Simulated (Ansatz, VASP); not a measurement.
**Two plane-wave programs on AgRh**

The input INCAR:

```
SYSTEM = AgRh
ALGO = Normal
EDIFF = 1E-6
ENCUT = 520
GGA = PE
ISIF = 2
ISMEAR = -1
LASPH = .True.
LCHARG = .False.
LREAL = .False.
LWAVE = .False.
NBANDS = 20
NELM = 60
PREC = Accurate
SIGMA = 0.05
```

File KPOINTS:

```
k-points
0
Gamma
  14 14 7
  0 0 0
```

The input POSCAR:

```
AgRh
1.0
    2.5123401083      0.0000000000      0.0000000000
   -1.2561700542      2.1757503567      0.0000000000
    0.0000000000      0.0000000000      4.3494005592
Ag Rh
1 1
Direct
    0.0000000000      0.0000000000      0.5000000000
    0.6666666667      0.3333333333      0.0000000000
```

Input for Ansatz:

```yaml
crystal:
  lattice:
    - [2.5123401083, 0.0, 0.0]
    - [-1.2561700542, 2.1757503567, 0.0]
    - [0.0, 0.0, 4.3494005592]
  atoms:
    - { symbol: Ag, position: [0.0, 0.0, 0.5] }
    - { symbol: Rh, position: [0.6666666667, 0.3333333333, 0.0] }
kpoints:
  mp_grid: { grid: [14, 14, 7] }
scf:
  occupations: { method: fermi_dirac, width: 0.05 }
hamiltonian:
  xc: pbe
  pseudopotentials: { kind: paw }
output:
  forces: true
  stress: true
  eigenvalues: true
```

Change from the starting cell: volume scaled by 0.74, no spin polarisation, PAW files.

Alike in both runs: task single point; functional PBE; k mesh 14 × 14 × 7; occupations fermi-dirac, width 0.05 eV; no spin polarisation.

```csv
,VASP,Ansatz
version,VASP 6.6.1,Ansatz 0.2.0
potentials or method,"VASP PAW PBE potentials, release 64 (Ag, Rh_pv)","PAW with Ansatz's default frozen-core files, scalar-relativistic"
plane-wave cutoff (eV),520,420
valence electrons in the cell,26,36
```

|  | VASP | Ansatz | Ansatz less VASP |
| --- | --- | --- | --- |
| pressure (GPa) | 96.6 | 97.0 | +0.44 |
| traceless stress, the component that is largest in VASP (GPa) | -11.22 | -11.29 | -0.066 |

Both programs put the cell under a high pressure, so it lies far from rest at this level. With one functional, cell and mesh, what is left measures potentials, basis and numerics. VASP's potentials hold 26 valence electrons a cell and Ansatz's 36, so a difference there can come from the potentials and not from the codes.

Noted on VASP's run: the cell as given lies far from equilibrium.
